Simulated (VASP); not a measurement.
Wanted: the native input for a VASP 6.6.1 run.

- Task: relaxation of cell and atoms
- Functional: PBE
- Potentials or basis: VASP PAW PBE potentials, release 64 (B)
- Cutoff: 600 eV
- k mesh: 36 × 36 × 10
- Occupations: gaussian, width 0.1 eV
- Spin: no spin polarisation
- Dipole correction: no
- Further INCAR settings: ALGO = Normal; EDIFF = 1e-06; IBRION = 2; EDIFFG = -0.01; NSW = 100; ISIF = 3

The structure of B lies in POSCAR:

```
B
1.0
    1.8469669061      0.0000000000      0.0000000000
   -0.9234834530      1.5995202606      0.0000000000
    0.0000000000      0.0000000000      5.5227976792
B
2
Direct
    0.0000000000      0.0000000000      0.1641726181
    0.0000000000      0.0000000000      0.8358273819
```

These files were run (other wordings do the same):

INCAR

```
  PREC = Accurate
  ENCUT = 600
  EDIFF = 1E-6
  ISMEAR = 0
  SIGMA = 0.1
  LREAL = F
  LASPH = T
  NELM = 60
  ALGO = Normal
  ISIF = 3
  LWAVE = F
  LCHARG = F
  GGA = PE
  IBRION = 2
  NSW = 100
  EDIFFG = -0.01
```

KPOINTS

```
Automatic mesh
0
Gamma
  36 36 10
```

Potentials or basis: VASP PAW PBE potentials, release 64 (B).

Launch:

```console
$ cat potpaw_PBE.64/B/POTCAR > POTCAR
$ mpirun -np 1 vasp_std > vasp.out
```

Results of the run:

| Property | Result |
| --- | --- |
| Relaxed volume | 8.16 Å³/atom |
| Relaxed cell | a = 1.851 Å, b = 1.851 Å, c = 5.505 Å, α = 90.00°, β = 90.00°, γ = 120.00° |
| Space group after relaxing (to 0.05 Å) | P6/mmm (No. 191) |
| Energy gained by relaxing | 0.5 meV/atom |
| Ionic steps | 3 |
| Pressure after relaxing | 0.1 GPa |
| Band gap on the k mesh | zero (band 3 reaches 6.93 eV, above the bottom of band 4 at 5.23 eV) |

Caveat: this functional lacks dispersion, which binds the layers, so the pressure and a relaxed spacing across them are unreliable.

Run time: 2.7 min on 1 thread of Intel(R) Xeon(R) Platinum 8259CL CPU @ 2.50GHz (Skylake/Cascade Lake), with other jobs on the host, peak memory 0.21 GiB.
